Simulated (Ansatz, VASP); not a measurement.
Two plane-wave programs on Sb

POSCAR

```
Sb
1.0
    3.3545324186      0.0000000000      0.0000000000
   -1.6772662093      2.9051102923      0.0000000000
    0.0000000000      0.0000000000      5.4701606500
Sb
2
Direct
    0.6666666667      0.3333333333      0.7500000000
    0.3333333333      0.6666666667      0.2500000000
```

Contents of INCAR.step1:

```
ALGO = Normal
EDIFF = 1E-5
ENCUT = 520
GGA = PE
ISIF = 2
ISMEAR = -1
LASPH = True
LREAL = False
LWAVE = True
NBANDS = 12
NELM = 80
PREC = Accurate
SIGMA = 0.05
```

File INCAR.step2:

```
AEXX = 0.25
ALGO = Normal
EDIFF = 1E-6
ENCUT = 520
GGA = PE
ISIF = 2
ISMEAR = -1
ISTART = 1
LASPH = True
LCHARG = True
LELF = True
LHFCALC = True
LREAL = False
LVHAR = True
LWAVE = False
NBANDS = 12
NELM = 80
PREC = Accurate
PRECFOCK = Normal
SIGMA = 0.05
```

KPOINTS

```
k-points
0
Gamma
  6 6 4
```

File input:

```
crystal:
  lattice:
    - [3.3545324186, 0.0, 0.0]
    - [-1.6772662093, 2.9051102923, 0.0]
    - [0.0, 0.0, 5.47016065]
  atoms:
    - { symbol: Sb, position: [0.6666666667, 0.3333333333, 0.75] }
    - { symbol: Sb, position: [0.3333333333, 0.6666666667, 0.25] }
hamiltonian:
  xc: pbe0
  pseudopotentials: { kind: paw }
kpoints:
  mp_grid: { grid: [6, 6, 4] }
scf:
  occupations: { method: fermi_dirac, width: 0.05 }
output:
  forces: true
  stress: true
  eigenvalues: true
```

Alike in both runs: task single point; functional PBE0; k mesh 6 × 6 × 4; occupations fermi-dirac, width 0.05 eV; no spin polarisation.

|  | VASP | Ansatz |
| --- | --- | --- |
| version | VASP 6.6.1 | Ansatz 0.2.0 |
| potentials or method | VASP PAW PBE potentials, release 64 (Sb) | Ansatz PAW |
| plane-wave cutoff (eV) | 520 | 420 |
| valence electrons in the cell | 10 | 30 |

```tsv
	VASP	Ansatz	Ansatz less VASP
gap on the k mesh at the Fermi level (eV)	none	none	-
pressure (GPa)	-1.7	-0.5	+1.20
traceless stress, the component that is largest in VASP (GPa)	4.25	4.32	+0.071
```

A gap of «none» marks a metal or a gap that the smearing closes. The functional is the same, so the differences come from potentials, cutoffs and numerics. VASP's potentials hold 10 valence electrons a cell and Ansatz's 30, so a difference there can come from the potentials and not from the codes.

The k mesh is coarse, so the values compare programs but aren't converged. Spin-orbit coupling is off throughout.
